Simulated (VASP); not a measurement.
Input of a VASP 6.6.1 run:

INCAR

```
SYSTEM = CdS
PREC = Accurate
ENCUT = 600
EDIFF = 1E-6
ISMEAR = -1
SIGMA = 0.08
LREAL = .FALSE.
LASPH = .TRUE.
NELM = 80
ALGO = Normal
ISIF = 3
LWAVE = .FALSE.
LCHARG = .FALSE.
GGA = PE
IBRION = 2
NSW = 60
EDIFFG = -0.005
PSTRESS = 1000.0
```

The input KPOINTS:

```
regular mesh
0
G
  13 13 13
  0 0 0
```

The input POSCAR:

```
CdS
1.0
    0.0000000000      2.3980540428      2.3980540428
    2.3980540428      0.0000000000      2.3980540428
    2.3980540428      2.3980540428      0.0000000000
Cd S
1 1
Direct
    0.0000000000      0.0000000000      0.0000000000
    0.2500000000      0.2500000000      0.2500000000
```

Potentials or basis: VASP PAW PBE potentials, release 64 (Cd, S).

Command:

```console
$ cat potpaw_PBE.64/Cd/POTCAR potpaw_PBE.64/S/POTCAR > POTCAR
$ mpirun -np 1 vasp_std > vasp.out
```

Problem. What does it give for the relaxed volume?

Solution. 15.22 Å³/atom.

Problem. What does it give for the space group after relaxing (to 0.05 Å)?

Solution. F-43m (No. 216).

Problem. What does it give for the relaxed cell?

Solution. a = 3.505 Å, b = 3.505 Å, c = 3.505 Å, α = 60.00°, β = 60.00°, γ = 60.00°.

Problem. What does it give for the band gap on the k mesh?

Solution. 1.90 eV, direct.

The path:
```
step  energy change (eV)  largest force (eV/Å)  pressure (GPa)  volume (Å³)
   1              0.0000                0.0000          148.06        27.58
   2             -6.2212                0.0000            5.92        47.61
   3             -2.6375                0.0000           90.12        31.21
   4             -2.2200                0.0000           99.22        30.50
   5             -2.1825                0.0000          100.10        30.44
   6             -2.1826                0.0000          100.03        30.44
```

Caveat: the cell is relaxed towards a set pressure, so the enthalpy falls and the energy may rise. A k mesh can miss the band edges.
